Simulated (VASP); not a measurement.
# HgTe (wurtzite type) (P6_3mc) in VASP: a series of runs

The runs below take HgTe (wurtzite type) through single point, with PBE.

Program: VASP 6.6.1. These are calculated values, not measurements. Logs are shortened: lines on timing, memory, paths and dates and some standing lists are left out, and cuts for length are marked.

## 1. The cell of the first run

The structure is hexagonal, space group P6_3mc (No. 186). Conventional cell: a = 2.981 Å, b = 2.981 Å, c = 10.521 Å, α = 90.00°, β = 90.00°, γ = 120.00°. Within 3.6 Å of Hg (site symmetry 3m) lie 4 Te at 2.72 to 3.07 Å and 6 Hg at 2.98 Å. Te (site symmetry 3m) has 4 Hg at 2.72 to 3.07 Å and 6 Te at 2.98 Å within 3.6 Å.

## 2. Single point, PBE

File INCAR:

```
  PREC = Accurate
  ENCUT = 520
  EDIFF = 1E-6
  ISMEAR = -1
  SIGMA = 0.05
  LREAL = F
  LASPH = T
  NELM = 80
  ALGO = Normal
  ISIF = 2
  LWAVE = F
  LCHARG = T
  GGA = PE
  LELF = T
  LVHAR = T
  NBANDS = 26
```

File KPOINTS:

```
Automatic mesh
0
Gamma
  8 8 5
```

File POSCAR:

```
HgTe
1.0
    2.9810069025      0.0000000000      0.0000000000
   -1.4905034513      2.5816277064      0.0000000000
    0.0000000000      0.0000000000     10.5213119664
Hg Te
2 2
Direct
    0.3333333333      0.6666666667      0.0586248783
    0.6666666667      0.3333333333      0.5586248783
    0.3333333333      0.6666666667      0.3173751217
    0.6666666667      0.3333333333      0.8173751217
```

Potentials or basis: VASP PAW PBE potentials, release 64 (Hg, Te).

Started as:

```bash
cat potpaw_PBE.64/Hg/POTCAR potpaw_PBE.64/Te/POTCAR > POTCAR
mpirun -np 1 vasp_std > vasp.out
```

OUTCAR:

```text
PREC = Accurate
   ENCUT = 520
   EDIFF = 1E-6
   ISMEAR = -1
   LREAL = F
   LASPH = T
   NELM = 80
   ISIF = 2
   GGA = PE

 ion  position               nearest neighbor table
   1  0.333  0.667  0.059-   3 2.72   4 3.07   4 3.07   4 3.07
   2  0.667  0.333  0.559-   4 2.72   3 3.07   3 3.07   3 3.07
   3  0.333  0.667  0.317-   1 2.72   2 3.07   2 3.07   2 3.07
   4  0.667  0.333  0.817-   2 2.72   1 3.07   1 3.07   1 3.07

  LATTYP: Found a hexagonal cell.
 ALAT       =     2.9810069025
 C/A-ratio  =     3.5294490454

  Lattice vectors:

 A1 = (   2.9810069025,   0.0000000000,   0.0000000000)
 A2 = (  -1.4905034513,   2.5816277064,   0.0000000000)
 A3 = (   0.0000000000,   0.0000000000,  10.5213119664)

Analysis of symmetry for initial positions (statically):
=====================================================================
 Subroutine PRICEL returns:
 Original cell was already a primitive cell.

 Routine SETGRP: Setting up the symmetry group for a
 hexagonal supercell.

 Subroutine GETGRP returns: Found 12 space group operations
 (whereof  6 operations were pure point group operations)
 out of a pool of 24 trial point group operations.

The static configuration has the point symmetry C_3v.
 The point group associated with its full space group is C_6v.

Analysis of symmetry for dynamics (positions and initial velocities):
=====================================================================
 Subroutine PRICEL returns:
 Original cell was already a primitive cell.

 Routine SETGRP: Setting up the symmetry group for a
 hexagonal supercell.

 Subroutine GETGRP returns: Found 12 space group operations
 (whereof  6 operations were pure point group operations)
 out of a pool of 24 trial point group operations.

The dynamic configuration has the point symmetry C_3v.
 The point group associated with its full space group is C_6v.

 Subroutine INISYM returns: Found 12 space group operations
 (whereof  6 operations are pure point group operations),
 and found     1 'primitive' translations

----------------------------------------------------------------------------------------

                                     Primitive cell

  volume of cell :      80.9704

  direct lattice vectors                    reciprocal lattice vectors
[... 83 lines left out ...]
   ISTART =      0    job   : 0-new  1-cont  2-samecut
   ICHARG =      2    charge: 1-file 2-atom 10-const
   ISPIN  =      1    spin polarized calculation?
   LNONCOLLINEAR =      F non collinear calculations
   LSORBIT =      F    spin-orbit coupling
   LASPH  =      T    aspherical Exc in radial PAW
   ENCUT  =  520.0 eV  38.22 Ry    6.18 a.u.   5.54  5.54 19.56*2*pi/ulx,y,z
   NELM   =     80;   NELMIN=  2; NELMDL= -5     # of ELM steps
   EDIFF  = 0.1E-05   stopping-criterion for ELM
   LREAL  =      F    real-space projection
   EDIFFG = 0.1E-04   stopping-criterion for IOM
   NSW    =      0    number of steps for IOM
   IBRION =     -1    ionic relax: 0-MD 1-quasi-New 2-CG
   NFREE  =      0    steps in history (QN), initial steepest desc. (CG)
   ISIF   =      2    stress and relaxation
   ISYM   =      2    0-nonsym 1-usesym 2-fastsym
   POTIM  = 0.5000    time-step for ionic-motion
   TEBEG  =    0.0;   TEEND  =   0.0 temperature during run
   PSTRESS=    0.0 pullay stress
   NELECT =      36.0000    total number of electrons
   NUPDOWN=      -1.0000    fix difference up-down
   EMIN   =  10.00;   EMAX   =-10.00  energy-range for DOS
   EFERMI =   0.00;   METHOD = LEGACY
   ISMEAR =    -1;   SIGMA  =   0.05  broadening in eV -4-tet -1-fermi 0-gaus
   EFERMI_NEDOS =   21; number of points for ismear=-14 and -15
   IALGO  =     38    algorithm
   IMIX   =      4    mixing-type and parameters
     AMIX     =   0.40;   BMIX     =  1.00
     AMIX_MAG =   1.60;   BMIX_MAG =  1.00
  volume/ion in A,a.u.               =      20.24       136.60
  Fermi-wavevector in a.u.,A,eV,Ry     =   1.249492  2.361198 21.241829  1.561230
  Thomas-Fermi vector in A             =   2.383530
   LORBIT       =      0    0 simple, 1 ext, 2 COOP (PROOUT), +10 PAW based schemes
   GGA     = PE    functional components
[... 5 lines left out ...]
 non-spin polarized calculation
  energy-cutoff  :      520.00
  volume of cell :       80.97
 maximum number of plane-waves:      2229
 NGX is ok and might be reduce to    24

 number of electron      35.9999996 magnetization

 Free energy of the ion-electron system (eV)
  ---------------------------------------------------
  ext. energy  EPLUGINS =         0.00000000
  ---------------------------------------------------
  free energy    TOTEN  =        -3.27739878 eV

  energy without entropy =       -3.24203394  energy(sigma->0) =       -3.25971636

 E-fermi :   8.9109     XC(G=0): -11.6673

 val. band max:        8.8977123803   @ k =   0.1250   0.1250   0.4000
 cond. band min:       8.9301608912   @ k =   0.2500   0.1250   0.2000
 fundamental gap:      0.0324485109
 Fermi energy:         8.9108597043

 k-point     1 :       0.0000    0.0000    0.0000
  band No.  band energies     occupation
      1      -6.9324      2.00000
      2      -6.5969      2.00000
      3      -1.5196      2.00000
      4      -0.7217      2.00000
      5      -0.1424      2.00000
      6       0.9335      2.00000
[... 685 lines left out ...]
     25      15.4622      0.00000
     26      16.3467      0.00000

 [... further k-points ...]

------------------------ aborting loop because EDIFF is reached ----------------------------------------

  FORCE on cell =-STRESS in cart. coord.  units (eV):
  Direction    XX          YY          ZZ          XY          YZ          ZX
  --------------------------------------------------------------------------------------
  -------------------------------------------------------------------------------------
  Total       17.3846452     17.3846452     17.4881398     -0.0000000     -0.0000000      0.0000000
  in kB      343.9932503    343.9932503    346.0411172     -0.0000000     -0.0000000      0.0000000
  external PRESSURE =     344.6758726 kB  Pullay stress =       0.0000000 kB

 VOLUME and BASIS-vectors are now :
 -----------------------------------------------------------------------------
  energy-cutoff  :      520.00
  volume of cell :       80.97
      direct lattice vectors                 reciprocal lattice vectors
     2.981006902  0.000000000  0.000000000     0.335457123  0.193676260  0.000000000
    -1.490503451  2.581627706  0.000000000     0.000000000  0.387352521  0.000000000
     0.000000000  0.000000000 10.521311966     0.000000000  0.000000000  0.095045181

 POSITION                                       TOTAL-FORCE (eV/Angst)
 -----------------------------------------------------------------------------------
     -0.00000      1.72109      0.61681         0.000000      0.000000      0.001023
      1.49050      0.86054      5.87747        -0.000000      0.000000      0.001023
     -0.00000      1.72109      3.33920         0.000000     -0.000000     -0.001023
      1.49050      0.86054      8.59986        -0.000000      0.000000     -0.001023
 -----------------------------------------------------------------------------------
    total drift:                               -0.000000      0.000000     -0.001309

  FREE ENERGIE OF THE ION-ELECTRON SYSTEM (eV)
  ---------------------------------------------------
  free  energy   TOTEN  =        -3.2773987798 eV

  energy  without entropy=       -3.2420339398  energy(sigma->0) =       -3.25971636
```

It took 24 s on 1 thread of Intel Xeon 6975P-C (Granite Rapids), shared host; peak memory 0.23 GiB.

Results:

* Free energy: -3.2774 eV
* Pressure: 34.5 GPa
* Band gap on the k mesh: zero (band 18 reaches 14.00 eV, above the bottom of band 19 at 7.09 eV)

Caveat: spin-orbit coupling is left out, which moves the levels of the heavy elements.

## 3. Single point, PBE

File INCAR:

```
SYSTEM = HgTe
ALGO = Normal
EDIFF = 1E-7
ENCUT = 520
GGA = PE
ISIF = 2
ISMEAR = -1
LASPH = .True.
LCHARG = .False.
LREAL = .False.
LWAVE = .False.
NBANDS = 26
NELM = 80
PREC = Accurate
SIGMA = 0.05
```

File KPOINTS:

```
k-points
0
Gamma
  8 8 5
  0 0 0
```

POSCAR is that of step 2.

Potentials or basis: VASP PAW PBE potentials, release 64 (Hg, Te).

Started as:

```bash
cat potpaw_PBE.64/Hg/POTCAR potpaw_PBE.64/Te/POTCAR > POTCAR
mpirun -np 1 vasp_std > vasp.out
```

Run time: 27 s. Hardware: 1 thread of Intel Xeon 6975P-C (Granite Rapids), shared host; peak memory 0.23 GiB.

It converged, with:

| Property | Result |
| --- | --- |
| Free energy | -3.2774 eV |
| Pressure | 34.5 GPa |
| Band gap on the k mesh | zero (band 18 reaches 14.00 eV, above the bottom of band 19 at 7.09 eV) |

Stress tensor (GPa, compression positive):
```
34.42  0.00  0.00
 0.00 34.42  0.00
 0.00  0.00 34.63
```

Levels at points of the mesh, in eV from the Fermi level:
```tsv
k point	band 15	band 16	band 17	band 18	band 19	band 20	band 21	band 22
(0.00, 0.00, 0.00)	-6.13	0.51	1.58	5.01	5.01	5.24	5.24	8.70
(0.50, 0.00, 0.00)	-3.17	-3.12	-0.80	-0.34	-0.20	0.92	1.37	1.71
```

Caveat: spin-orbit coupling is left out, which moves the levels of the heavy elements.

[end of part 1 of 2]
